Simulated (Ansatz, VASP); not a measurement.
Pt in VASP and in Ansatz

```
CELL_PARAMETERS angstrom
0.00000 1.95971 1.95971
1.95971 0.00000 1.95971
1.95971 1.95971 0.00000
ATOMIC_POSITIONS crystal
Pt 0.00000 0.00000 0.00000
```

Alike in both runs: task single point; functional PBEsol; k mesh 14 × 14 × 14; occupations fermi-dirac, width 0.1 eV; non-collinear spin, spin-orbit coupling.

|  | VASP | Ansatz |
| --- | --- | --- |
| version | VASP 6.6.1 | Ansatz 0.2.0 |
| potentials or method | VASP PAW PBE potentials, release 64 (Pt), cutoff 520 eV | plane waves (420 eV) with PAW, fully relativistic with spin-orbit coupling |
| valence electrons in the cell | 10 | 18 |

```tsv
	VASP	Ansatz	Ansatz less VASP
net moment per atom (μB)	0.00	0.00	0.000
```

VASP's potentials were made for PBE, not for PBEsol, and Ansatz warns of the same on its side. VASP's potentials hold 10 valence electrons a cell and Ansatz's 18, so a difference there can come from the potentials and not from the codes.
